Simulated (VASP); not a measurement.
Pt:

```
Pt
1.0
     2.74395    0.00000    0.00000
    -0.91465    2.58702    0.00000
    -0.91465   -1.29351    2.24043
Pt
1
Direct
  0.00000 0.00000 0.00000
```

This isn't the form of Pt at room conditions, which is fcc.

Base run:

| Item | Value |
| --- | --- |
| Program | VASP 6.6.1 |
| Functional | LDA |
| Potentials or basis | VASP PAW LDA potentials, release 64 (Pt) |
| Cutoff | 500 eV |
| k mesh | 13 × 13 × 13 |
| Occupations | gaussian, width 0.05 eV |
| Spin | no spin polarisation |

Its results: band gap on the k mesh zero (bands 5 and 6 overlap by 2.01 eV); pressure -15.5 GPa.

Problem. The run is repeated on the same cell with these changes: occupations from gaussian, width 0.05 eV to gaussian, width 0.3 eV. What comes out?

Solution. Band gap on the k mesh zero (bands 5 and 6 overlap by 2.02 eV); pressure -14.9 GPa.

Caveats: the cell stands under tension; spin-orbit coupling is left out, which moves the levels of the heavy elements; so wide a smearing shifts energies and pressures (at least some runs).
